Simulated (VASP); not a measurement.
SnO2: single point with LDA

The system is SnO2.

```xyz
3
Lattice="1.5780 0.9111 4.2163 -1.5780 0.9111 4.2163 0.0000 -1.8222 4.2163" Properties=species:S:1:pos:R:3 pbc="T T T"
Sn    0.0000    0.0000    6.3245
O     0.0000    0.0000    3.1014
O     0.0000    0.0000    9.5475
```

This cell differs from its parent crystal: ratio of the length along z to the lengths across it x 1.05, volume and fractional coordinates fixed.

| Quantity | Value |
| --- | --- |
| Program | VASP 6.6.1 |
| Task | single point |
| Functional | LDA |
| Potentials or basis | VASP PAW LDA potentials, release 64 (Sn_d, O) |
| Cutoff | 520 eV |
| k mesh | 12 × 12 × 12 |
| Occupations | gaussian, width 0.05 eV |
| Spin | no spin polarisation |
| Dipole correction | no |
| Further INCAR settings | ALGO = Normal; EDIFF = 1e-06; NBANDS = 20 |

```yaml
Pressure: 4.5 GPa
Largest_force: 0.010 eV/Å
Band_gap_on_the_k_mesh: 1.92 eV
```

Forces in eV/Å, atoms in the order of the input:
```
Sn   0.000  0.000  0.000
O    0.000  0.000  0.010
O    0.000  0.000 -0.010
```

Stress tensor (GPa, compression positive):
```
6.68 0.00 0.00
0.00 6.68 0.00
0.00 0.00 0.07
```

Levels at points of the mesh, in eV from the valence-band top:
```tsv
k point	band 9	band 10	band 11	band 12	band 13	band 14	band 15	band 16	band 17	band 18
(0.00, 0.00, 0.00)	-1.55	-1.55	-1.20	-1.20	0.00	1.92	5.47	11.01	11.01	13.51
(0.50, 0.00, 0.00)	-4.63	-3.34	-2.13	-1.21	-1.00	5.76	7.95	10.19	12.52	13.05
(0.50, 0.50, 0.00)	-5.23	-3.66	-1.24	-0.54	-0.01	5.08	6.82	11.18	11.22	12.92
(0.50, 0.50, 0.50)	-2.19	-1.79	-1.79	-1.02	-1.02	3.94	5.95	11.52	11.52	14.05
```

Wall time 2 min on 1 thread of Intel(R) Xeon(R) Platinum 8488C (Sapphire Rapids), with other jobs on the host, peak memory 0.26 GiB.

Caveat: the stress differs along the axes, from 0 to 7 GPa; spin-orbit coupling is left out, which moves the levels of the heavy elements. A k mesh can miss the band edges.
